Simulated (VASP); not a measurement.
# AgCl in VASP: notebook

Aim: see how the results for AgCl move with the level of theory and the settings. Levels: r2SCAN, PBE, PBE+U. Tasks: single point.

All numbers are computed with VASP 6.6.1; they aren't measurements. Logs are shortened: lines on timing, memory, paths and dates and some standing lists are left out, and cuts for length are marked.

## Step 1: The cell of the first run

The structure is cubic, space group Fm-3m (No. 225). Conventional cell: a = 5.470 Å, b = 5.470 Å, c = 5.470 Å, α = 90.00°, β = 90.00°, γ = 90.00°. Within 3.6 Å of Ag (site symmetry m-3m) lie 6 Cl at 2.73 Å. Cl (site symmetry m-3m) has 6 Ag at 2.73 Å within 3.6 Å.

## Step 2: Single point, r2SCAN

The input, POSCAR:

```
AgCl
1.0
    0.0000000000      2.7350000000      2.7350000000
    2.7350000000      0.0000000000      2.7350000000
    2.7350000000      2.7350000000      0.0000000000
Ag Cl
1 1
Direct
    0.0000000000      0.0000000000      0.0000000000
    0.5000000000      0.5000000000      0.5000000000
```

The input, INCAR.step1:

```
PREC = Accurate
ENCUT = 520
ISMEAR = 1
SIGMA = 0.05
LREAL = False
LASPH = True
NELM = 80
NBANDS = 16
GGA = PE
ALGO = Normal
EDIFF = 1E-4
LWAVE = True
LCHARG = False
```

The input, INCAR.step2:

```
PREC = Accurate
ENCUT = 520
EDIFF = 1E-6
ISMEAR = 1
SIGMA = 0.05
LREAL = False
LASPH = True
NELM = 80
ALGO = Normal
ISIF = 2
LWAVE = False
LCHARG = False
METAGGA = R2SCAN
LMIXTAU = True
NBANDS = 16
ISTART = 1
```

The input, KPOINTS:

```
Automatic mesh
0
Gamma
  7 7 7
```

Potentials or basis: VASP PAW PBE potentials, release 64 (Ag, Cl).

Launch:

```console
$ cat potpaw_PBE.64/Ag/POTCAR potpaw_PBE.64/Cl/POTCAR > POTCAR
$ cp INCAR.step1 INCAR
$ mpirun -np 1 vasp_std > vasp.out
$ cp INCAR.step2 INCAR
$ mpirun -np 1 vasp_std > vasp.out
```

OUTCAR:

```text
PREC = Accurate
   ENCUT = 520
   EDIFF = 1E-6
   ISMEAR = 1
   LREAL = False
   LASPH = True
   NELM = 80
   ISIF = 2
   METAGGA = R2SCAN
   ISTART = 1

 ion  position               nearest neighbor table
   1  0.000  0.000  0.000-   2 2.73   2 2.73   2 2.73   2 2.73   2 2.73   2 2.73
   2  0.500  0.500  0.500-   1 2.73   1 2.73   1 2.73   1 2.73   1 2.73   1 2.73

  LATTYP: Found a face centered cubic cell.
 ALAT       =     5.4700000000

  Lattice vectors:

 A1 = (   0.0000000000,   2.7350000000,   2.7350000000)
 A2 = (   2.7350000000,   0.0000000000,   2.7350000000)
 A3 = (   2.7350000000,   2.7350000000,   0.0000000000)

Analysis of symmetry for initial positions (statically):
=====================================================================
 Subroutine PRICEL returns:
 Original cell was already a primitive cell.

 Routine SETGRP: Setting up the symmetry group for a
 face centered cubic supercell.

 Subroutine GETGRP returns: Found 48 space group operations
 (whereof 48 operations were pure point group operations)
 out of a pool of 48 trial point group operations.

The static configuration has the point symmetry O_h .

Analysis of symmetry for dynamics (positions and initial velocities):
=====================================================================
 Subroutine PRICEL returns:
 Original cell was already a primitive cell.

 Routine SETGRP: Setting up the symmetry group for a
 face centered cubic supercell.

 Subroutine GETGRP returns: Found 48 space group operations
 (whereof 48 operations were pure point group operations)
 out of a pool of 48 trial point group operations.

The dynamic configuration has the point symmetry O_h .

 Subroutine INISYM returns: Found 48 space group operations
 (whereof 48 operations are pure point group operations),
 and found     1 'primitive' translations

----------------------------------------------------------------------------------------

                                     Primitive cell

  volume of cell :      40.9168

  direct lattice vectors                    reciprocal lattice vectors
     0.000000000  2.735000000  2.735000000    -0.182815356  0.182815356  0.182815356
     2.735000000  0.000000000  2.735000000     0.182815356 -0.182815356  0.182815356
     2.735000000  2.735000000  0.000000000     0.182815356  0.182815356 -0.182815356

  length of vectors
     3.867874093  3.867874093  3.867874093     0.316645486  0.316645486  0.316645486

  position of ions in fractional coordinates (direct lattice)
     0.000000000  0.000000000  0.000000000
     0.500000000  0.500000000  0.500000000

  ion indices of the primitive-cell ions
   primitive index   ion index
                 1           1
                 2           2

----------------------------------------------------------------------------------------

 KPOINTS: Automatic mesh

Automatic generation of k-mesh.
 Grid dimensions read from file:
 generate k-points for:    7    7    7

 Generating k-lattice:

  Cartesian coordinates                     Fractional coordinates (reciprocal lattice)
    -0.026116479  0.026116479  0.026116479     0.142857143  0.000000000  0.000000000
     0.026116479 -0.026116479  0.026116479     0.000000000  0.142857143  0.000000000
     0.026116479  0.026116479 -0.026116479     0.000000000  0.000000000  0.142857143

  Length of vectors
     0.045235069  0.045235069  0.045235069

  Shift w.r.t. Gamma in fractional coordinates (k-lattice)
     0.000000000  0.000000000  0.000000000

 Subroutine IBZKPT returns following result:
 ===========================================

 Found     20 irreducible k-points:

 Following reciprocal coordinates:
            Coordinates               Weight
  0.000000  0.000000  0.000000      1.000000
  0.142857  0.000000  0.000000      8.000000
  0.285714  0.000000  0.000000      8.000000
  0.428571  0.000000  0.000000      8.000000
  0.142857  0.142857  0.000000      6.000000
  0.285714  0.142857  0.000000     24.000000
[... 12 lines left out ...]
 -0.428571  0.428571  0.142857     24.000000
 -0.285714  0.428571  0.142857     24.000000
   k-points           NKPTS =     20   k-points in BZ     NKDIM =     20   number of bands    NBANDS=     16
   number of dos      NEDOS =    301   number of ions     NIONS =      2
   total plane-waves  NPLWV =  27000
   dimension x,y,z NGX =    30 NGY =   30 NGZ =   30
   dimension x,y,z NGXF=    60 NGYF=   60 NGZF=   60
   ions per type =               1   1
   NGX,Y,Z   is equivalent  to a cutoff of  12.89, 12.89, 12.89 a.u.
   NGXF,Y,Z  is equivalent  to a cutoff of  25.79, 25.79, 25.79 a.u.
 SYSTEM =  unknown system
   PREC   = accura    normal or accurate (medium, high low for compatibility)
   ISTART =      1    job   : 0-new  1-cont  2-samecut
   ICHARG =      0    charge: 1-file 2-atom 10-const
   ISPIN  =      1    spin polarized calculation?
   LNONCOLLINEAR =      F non collinear calculations
   LSORBIT =      F    spin-orbit coupling
   LASPH  =      T    aspherical Exc in radial PAW
   ENCUT  =  520.0 eV  38.22 Ry    6.18 a.u.   7.19  7.19  7.19*2*pi/ulx,y,z
   NELM   =     80;   NELMIN=  2; NELMDL=  0     # of ELM steps
   EDIFF  = 0.1E-05   stopping-criterion for ELM
   LREAL  =      F    real-space projection
   EDIFFG = 0.1E-04   stopping-criterion for IOM
   NSW    =      0    number of steps for IOM
   IBRION =     -1    ionic relax: 0-MD 1-quasi-New 2-CG
   NFREE  =      0    steps in history (QN), initial steepest desc. (CG)
   ISIF   =      2    stress and relaxation
   ISYM   =      2    0-nonsym 1-usesym 2-fastsym
   POTIM  = 0.5000    time-step for ionic-motion
   TEBEG  =    0.0;   TEEND  =   0.0 temperature during run
   PSTRESS=    0.0 pullay stress
   NELECT =      18.0000    total number of electrons
   NUPDOWN=      -1.0000    fix difference up-down
   EMIN   =  10.00;   EMAX   =-10.00  energy-range for DOS
   EFERMI =   0.00;   METHOD = LEGACY
   ISMEAR =     1;   SIGMA  =   0.05  broadening in eV -4-tet -1-fermi 0-gaus
   EFERMI_NEDOS =   21; number of points for ismear=-14 and -15
   IALGO  =     38    algorithm
   IMIX   =      4    mixing-type and parameters
     AMIX     =   0.40;   BMIX     =  1.00
     AMIX_MAG =   1.60;   BMIX_MAG =  1.00
  volume/ion in A,a.u.               =      20.46       138.06
  Fermi-wavevector in a.u.,A,eV,Ry     =   1.245083  2.352866 21.092186  1.550232
  Thomas-Fermi vector in A             =   2.379321
   LORBIT       =      0    0 simple, 1 ext, 2 COOP (PROOUT), +10 PAW based schemes
   METAGGA = R2SCAN    functional components
   LHFCALC =     F    Hartree Fock is set to
   AEXX    =    0.0000 exact exchange contribution
   IVDW    =     0    specifies the selected vdW correction
   LEPSILON=     F    determine dielectric tensor
   LRPA    =     F    only Hartree local field effects (RPA)
 non-spin polarized calculation
 Methfessel and Paxton  Order N= 1 SIGMA  =   0.05
  energy-cutoff  :      520.00
  volume of cell :       40.92
 maximum number of plane-waves:      1117
 NGX is ok and might be reduce to    30
   NGX = 15   NGY = 15   NGZ = 15

 number of electron      18.0000002 magnetization

 Free energy of the ion-electron system (eV)
  ---------------------------------------------------
  ext. energy  EPLUGINS =         0.00000000
  ---------------------------------------------------
  free energy    TOTEN  =       -28.63102126 eV

  energy without entropy =      -28.63147511  energy(sigma->0) =      -28.63117254

 E-fermi :   4.0330     XC(G=0): -10.7405

 val. band max:        4.0007342836   @ k =   0.4286   0.0000   0.0000
 cond. band min:       5.5082178207   @ k =   0.0000   0.0000   0.0000
 fundamental gap:      1.5074835371
 Fermi energy:         4.0329862357

 k-point     1 :       0.0000    0.0000    0.0000
  band No.  band energies     occupation
      1     -12.0256      2.00000
      2       1.4552      2.00000
      3       1.4552      2.00000
      4       1.4552      2.00000
      5       1.4723      2.00000
      6       1.4723      2.00000
[... 8 lines left out ...]
     15      18.5570      0.00000
     16      18.5570      0.00000

 k-point     2 :       0.1429    0.0000    0.0000
  band No.  band energies     occupation
      1     -11.9396      2.00000
      2       0.4700      2.00000
      3       0.5862      2.00000
      4       0.5862      2.00000
      5       1.5483      2.00000
      6       1.5483      2.00000
[... 8 lines left out ...]
     15      16.7911      0.00000
     16      17.5416      0.00000

 k-point     3 :       0.2857    0.0000    0.0000
  band No.  band energies     occupation
      1     -11.7358      2.00000
      2      -0.7494      2.00000
      3      -0.0806      2.00000
      4      -0.0806      2.00000
      5       1.7142      2.00000
      6       1.7142      2.00000
[... 8 lines left out ...]
     15      17.1991      0.00000
     16      17.4677      0.00000

 k-point     4 :       0.4286    0.0000    0.0000
  band No.  band energies     occupation
      1     -11.5601      2.00000
      2      -1.5112      2.00000
      3      -0.4331      2.00000
      4      -0.4331      2.00000
      5       1.8532      2.00000
      6       1.8532      2.00000
[... 8 lines left out ...]
     15      18.2233      0.00000
     16      18.2233      0.00000

 k-point     5 :       0.1429    0.1429    0.0000
  band No.  band energies     occupation
      1     -11.9152      2.00000
      2      -0.0706      2.00000
      3       0.9346      2.00000
      4       0.9346      2.00000
      5       1.4037      2.00000
      6       1.5623      2.00000
[... 8 lines left out ...]
     15      18.8330      0.00000
     16      18.9981      0.00000

 k-point     6 :       0.2857    0.1429    0.0000
  band No.  band energies     occupation
      1     -11.7608      2.00000
      2      -0.7018      2.00000
      3       0.2521      2.00000
      4       0.3556      2.00000
      5       1.4998      2.00000
      6       1.7403      2.00000
[... 8 lines left out ...]
     15      18.4670      0.00000
     16      19.2015      0.00000

 k-point     7 :       0.4286    0.1429    0.0000
  band No.  band energies     occupation
      1     -11.5833      2.00000
      2      -1.2159      2.00000
      3      -0.3635      2.00000
      4      -0.1880      2.00000
      5       1.6972      2.00000
      6       1.8808      2.00000
[... 8 lines left out ...]
     15      18.8387      0.00000
     16      19.2299      0.00000

 k-point     8 :      -0.4286    0.1429    0.0000
  band No.  band energies     occupation
      1     -11.5230      2.00000
      2      -1.4119      2.00000
      3      -0.4325      2.00000
      4      -0.4259      2.00000
      5       1.8429      2.00000
      6       1.8668      2.00000
[... 8 lines left out ...]
     15      18.2840      0.00000
     16      19.4725      0.00000

 k-point     9 :      -0.2857    0.1429    0.0000
  band No.  band energies     occupation
      1     -11.6323      2.00000
      2      -1.0911      2.00000
      3      -0.3518      2.00000
      4      -0.0235      2.00000
      5       1.7303      2.00000
      6       1.8216      2.00000
[... 8 lines left out ...]
     15      18.9235      0.00000
     16      19.0665      0.00000
[... 96 lines left out ...]
 k-point    15 :       0.4286    0.4286    0.0000
  band No.  band energies     occupation
      1     -11.5403      2.00000
      2      -0.7826      2.00000
      3       0.6545      2.00000
      4       0.6545      2.00000
      5       1.1307      2.00000
      6       1.7181      2.00000
[... 8 lines left out ...]
     15      20.3427      0.00000
     16      20.3605      0.00000

 k-point    16 :      -0.4286    0.4286    0.0000
  band No.  band energies     occupation
      1     -11.5075      2.00000
      2      -0.6326      2.00000
      3       0.0647      2.00000
      4       0.2802      2.00000
      5       1.3993      2.00000
      6       1.9807      2.00000
[... 8 lines left out ...]
     15      19.2506      0.00000
     16      20.2708      0.00000

 k-point    17 :       0.4286    0.2857    0.1429
  band No.  band energies     occupation
      1     -11.6283      2.00000
      2      -0.9972      2.00000
      3      -0.1471      2.00000
      4       0.2284      2.00000
      5       1.6071      2.00000
      6       1.8481      2.00000
[... 8 lines left out ...]
     15      19.3448      0.00000
     16      20.9487      0.00000

 k-point    18 :      -0.4286    0.2857    0.1429
  band No.  band energies     occupation
      1     -11.5181      2.00000
      2      -1.0680      2.00000
      3      -0.3924      2.00000
      4      -0.2156      2.00000
      5       1.7576      2.00000
      6       1.8892      2.00000
[... 8 lines left out ...]
     15      18.7392      0.00000
     16      20.2538      0.00000

 k-point    19 :      -0.4286    0.4286    0.1429
  band No.  band energies     occupation
      1     -11.5110      2.00000
      2      -0.7265      2.00000
      3      -0.1603      2.00000
      4       0.1060      2.00000
      5       1.6329      2.00000
      6       1.9348      2.00000
[... 8 lines left out ...]
     15      19.3456      0.00000
     16      20.3794      0.00000

 k-point    20 :      -0.2857    0.4286    0.1429
  band No.  band energies     occupation
      1     -11.4859      2.00000
      2      -0.6448      2.00000
      3      -0.4004      2.00000
      4      -0.2351      2.00000
      5       1.7837      2.00000
      6       1.9244      2.00000
[... 8 lines left out ...]
     15      18.2593      0.00000
     16      20.5230      0.00000

------------------------ aborting loop because EDIFF is reached ----------------------------------------

  FORCE on cell =-STRESS in cart. coord.  units (eV):
  Direction    XX          YY          ZZ          XY          YZ          ZX
  --------------------------------------------------------------------------------------
  -------------------------------------------------------------------------------------
  Total        0.5681977      0.5681977      0.5681977      0.0000000      0.0000000     -0.0000000
  in kB       22.2488756     22.2488756     22.2488756      0.0000000      0.0000000     -0.0000000
  external PRESSURE =      22.2488756 kB  Pullay stress =       0.0000000 kB

 VOLUME and BASIS-vectors are now :
 -----------------------------------------------------------------------------
  energy-cutoff  :      520.00
  volume of cell :       40.92
      direct lattice vectors                 reciprocal lattice vectors
     0.000000000  2.735000000  2.735000000    -0.182815356  0.182815356  0.182815356
     2.735000000  0.000000000  2.735000000     0.182815356 -0.182815356  0.182815356
     2.735000000  2.735000000  0.000000000     0.182815356  0.182815356 -0.182815356

 POSITION                                       TOTAL-FORCE (eV/Angst)
 -----------------------------------------------------------------------------------
      0.00000      0.00000      0.00000        -0.000000      0.000000      0.000000
      2.73500      2.73500      2.73500         0.000000     -0.000000     -0.000000
 -----------------------------------------------------------------------------------
    total drift:                               -0.000000      0.000000      0.000000

  FREE ENERGIE OF THE ION-ELECTRON SYSTEM (eV)
  ---------------------------------------------------
  free  energy   TOTEN  =       -28.6310212559 eV

  energy  without entropy=      -28.6314751123  energy(sigma->0) =      -28.63117254
```

Run time: 62 s. Hardware: 1 thread of Intel Xeon Platinum 8259CL at 2.50GHz (Skylake/Cascade Lake), shared host; peak memory 0.17 GiB.

What came out:

- Free energy: -28.6310 eV
- Pressure: 2.2 GPa
- Band gap on the k mesh: 1.51 eV (least direct gap 3.91 eV)

Levels at points of the mesh, in eV from the valence-band top:
| k point | band 7 | band 8 | band 9 | band 10 | band 11 | band 12 |
| --- | --- | --- | --- | --- | --- | --- |
| (0.00, 0.00, 0.00) | -2.53 | -2.48 | -2.48 | 1.51 | 11.40 | 11.40 |

Caveat: the PAW data sets were made with another functional, which shifts forces and pressure a little; an odd mesh through Γ misses points on the zone boundary, where band edges can lie.

## Step 3: Single point, PBE

The input, INCAR:

```
  ALGO = Normal
  EDIFF = 1E-6
  ENCUT = 520
  GGA = PE
  ISIF = 2
  ISMEAR = -1
  LASPH = T
  LCHARG = F
  LREAL = F
  LWAVE = F
  NBANDS = 16
  NELM = 100
  PREC = Accurate
  SIGMA = 0.05
```

The input, KPOINTS:

```
k-points
0
Gamma
  10 10 10
```

POSCAR is that of step 2.

Potentials or basis: VASP PAW PBE potentials, release 64 (Ag, Cl).

Launch:

```console
$ cat potpaw_PBE.64/Ag/POTCAR potpaw_PBE.64/Cl/POTCAR > POTCAR
$ mpirun -np 1 vasp_std > vasp.out
```

Wall time 28 s (1 thread of Intel Xeon Platinum 8259CL at 2.50GHz (Skylake/Cascade Lake), shared host); peak memory 0.18 GiB.

It converged, with:

```yaml
Free_energy: -5.3657 eV
Pressure: 3.8 GPa
Band_gap_on_the_k_mesh: 0.90 eV (least direct gap 3.26 eV)
```

Levels at points of the mesh, in eV from the valence-band top:
| k point | band 7 | band 8 | band 9 | band 10 | band 11 | band 12 |
| --- | --- | --- | --- | --- | --- | --- |
| (0.00, 0.00, 0.00) | -2.50 | -2.50 | -2.50 | 0.90 | 10.84 | 10.84 |
| (0.50, 0.00, 0.00) | -1.87 | 0.00 | 0.00 | 4.13 | 6.77 | 7.59 |
| (0.50, 0.50, 0.00) | -2.08 | -2.08 | -1.96 | 2.31 | 7.96 | 8.77 |

Caveat: the cell stands under pressure. A hybrid or GW would open this gap; PBE tends to underestimate it.

[end of part 1 of 2]
